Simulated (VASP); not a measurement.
SrSiH6:

```xyz
8
Lattice="4.2723 0.0000 0.0000 0.0000 2.8659 4.6523 0.0000 -2.8659 4.6523" Properties=species:S:1:pos:R:3 pbc="T T T"
Sr    2.1362    0.0000    5.5776
Si    0.0000    0.0000    8.3924
H     0.0000    1.5756    6.1399
H     0.0000   -1.5756    6.1399
H     0.0000    0.0000    3.8508
H     2.1362    1.3097    3.1797
H     2.1362   -1.3097    3.1797
H     2.1362    0.0000    0.7585
```

```yaml
Program: VASP 6.6.1
Task: relaxation of cell and atoms
Functional: PBEsol
Potentials_or_basis: VASP PAW PBE potentials, release 64 (Sr_sv, Si, H)
Cutoff: 600 eV
k_mesh: 6 × 4 × 4
Occupations: fermi-dirac, width 0.03 eV
Spin: no spin polarisation
```

At the start: pressure -11.9 GPa; volume 14.24 Å³/atom.

Problem. Where does the relaxation end?

Solution. Over 46 steps the energy falls by 626.4 meV/atom and the volume is 8.74 Å³/atom (-38.6 %); space group Amm2 (No. 38, to 0.1 Å) before and after.

The path:
| step | energy change (eV) | largest force (eV/Å) | pressure (GPa) | volume (Å³) |
| --- | --- | --- | --- | --- |
| 1 | 0.0000 | 0.5054 | -11.86 | 113.93 |
| 3 | -2.6171 | 1.3213 | 11.78 | 57.55 |
| 5 | -2.8912 | 1.1165 | 0.12 | 66.48 |
| 7 | -3.1058 | 1.4065 | 1.37 | 64.56 |
| 9 | -3.6127 | 0.5547 | 8.21 | 61.61 |
| 11 | -3.8469 | 0.7677 | 7.29 | 64.46 |
| 13 | -4.1894 | 2.1357 | 1.05 | 74.44 |
| 15 | -4.4693 | 0.6173 | -4.15 | 77.73 |
| 17 | -4.7155 | 0.6221 | -1.46 | 73.42 |
| 19 | -4.7315 | 0.6164 | -0.38 | 72.15 |
| 21 | -4.7968 | 0.8376 | 1.24 | 71.09 |
| 23 | -4.8620 | 0.5004 | -0.59 | 71.68 |
| 25 | -4.8861 | 0.3757 | -0.50 | 71.44 |
| 27 | -4.9335 | 0.7549 | -0.52 | 70.65 |
| 29 | -4.9601 | 0.2536 | 0.90 | 69.96 |
| 31 | -4.9852 | 0.1584 | 0.30 | 71.07 |
| 33 | -4.9886 | 0.2295 | 0.01 | 71.70 |
| 35 | -4.9936 | 0.0774 | -0.59 | 72.01 |
| 37 | -5.0001 | 0.1345 | 0.36 | 70.74 |
| 39 | -5.0070 | 0.1015 | -0.09 | 70.60 |
| 41 | -5.0104 | 0.0450 | -0.19 | 70.34 |
| 43 | -5.0109 | 0.0449 | 0.03 | 70.09 |
| 45 | -5.0113 | 0.0196 | 0.02 | 69.90 |
| 46 | -5.0114 | 0.0068 | 0.00 | 69.91 |

Final structure:
```
Sr Si H
1.0
     3.19535    0.00000    0.00000
     0.00000    2.91314    3.75506
     0.00000   -2.91314    3.75506
Sr Si H
1 1 6
Direct
  0.50000 0.57399 0.57399
  0.00000 0.96849 0.96849
  0.00000 0.93127 0.30835
  0.00000 0.30835 0.93127
  0.00000 0.36705 0.36705
  0.50000 0.70162 0.04831
  0.50000 0.04831 0.70162
  0.50000 0.10092 0.10092
```

Caveat: the volume moved by over 15 % at a fixed basis, so the end points are rough; the PAW data sets were made with another functional, which shifts forces and pressure a little.
